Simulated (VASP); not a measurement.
Set up this calculation in VASP 6.6.1, as the native input.

```
Task                   : single point
Functional             : PBE
Potentials or basis    : VASP PAW PBE potentials, release 64 (Si, O)
Cutoff                 : 520 eV
k mesh                 : 7 × 7 × 7
Occupations            : fermi-dirac, width 0.05 eV
Spin                   : no spin polarisation
Dipole correction      : no
Further INCAR settings : ALGO = Normal; EDIFF = 1e-06; NBANDS = 44
```

The structure of SiO2 lies in POSCAR:

```
SiO2
1.0
   -2.8378980000      2.8378980000      5.6602100000
    2.8378980000     -2.8378980000      5.6602100000
    2.8378980000      2.8378980000     -5.6602100000
Si O
4 8
Direct
    0.8750000000      0.2636180000      0.8886180000
    0.0136180000      0.6250000000      0.8886180000
    0.7363820000      0.1250000000      0.1113820000
    0.3750000000      0.9863820000      0.1113820000
    0.6337270000      0.1337270000      0.5000000000
    0.4678770000      0.9678770000      0.9357540000
    0.0321230000      0.5321230000      0.0642460000
    0.1162730000      0.1162730000      0.0000000000
    0.8837270000      0.8837270000      0.0000000000
    0.8662730000      0.3662730000      0.5000000000
    0.2821230000      0.7178770000      0.0000000000
    0.7178770000      0.2821230000      0.0000000000
```

These files were run (other wordings do the same):

INCAR

```
SYSTEM = SiO2
PREC = Accurate
ENCUT = 520
EDIFF = 1E-6
ISMEAR = -1
SIGMA = 0.05
LREAL = .False.
LASPH = .True.
NELM = 80
ALGO = Normal
ISIF = 2
LWAVE = .False.
LCHARG = .False.
GGA = PE
NBANDS = 44
```

KPOINTS

```
Automatic mesh
0
Gamma
  7 7 7
  0 0 0
```

Potentials or basis: VASP PAW PBE potentials, release 64 (Si, O).

The run is started by

```sh
$ cat potpaw_PBE.64/Si/POTCAR potpaw_PBE.64/O/POTCAR > POTCAR
$ mpirun -np 1 vasp_std > vasp.out
```

It gave:

```json
{"Pressure": "0.1 GPa", "Largest force": "0.010 eV/Å", "Band gap on the k mesh": "4.84 eV"}
```

Caveat: an odd mesh through Γ misses points on the zone boundary, where band edges can lie.

It took 3.9 min on 1 thread of Intel(R) Xeon(R) 6975P-C (Granite Rapids), on a shared host, peak memory 0.5 GiB.
